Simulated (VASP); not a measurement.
A run of VASP 6.6.1 is set up as follows.

The input INCAR:

```
  ALGO = Fast
  EDIFF = 1E-6
  EDIFFG = -0.03
  ENCUT = 600
  GGA = PE
  IBRION = 2
  ISIF = 3
  ISMEAR = 0
  LASPH = T
  LCHARG = F
  LREAL = F
  LWAVE = F
  NELM = 100
  NSW = 80
  PREC = Accurate
  SIGMA = 0.05
```

File KPOINTS:

```
k-points
0
Gamma
  6 6 6
```

File POSCAR:

```
Hf
1.0
    4.9623295440      0.0000000000      0.0000000000
   -2.4811647720      4.2975034470      0.0000000000
    0.0000000000      0.0000000000      3.0862322500
Hf
3
Direct
    0.6666666700      0.3333333300      0.5000000000
    0.3333333300      0.6666666700      0.5000000000
    0.0000000000      0.0000000000      0.0000000000
```

Potentials or basis: VASP PAW PBE potentials, release 64 (Hf_pv).

Launch:

```console
$ cat potpaw_PBE.64/Hf_pv/POTCAR > POTCAR
$ mpirun -np 1 vasp_std > vasp.out
```

(1) Predict the band gap on the k mesh.

(2) Predict the relaxed cell.

Results:

(1) zero (bands 15 and 16 overlap by 0.91 eV).

(2) a = 4.981 Å, b = 4.981 Å, c = 3.107 Å, α = 90.00°, β = 90.00°, γ = 120.00°.

Caveat: spin-orbit coupling is left out, which moves the levels of the heavy elements.
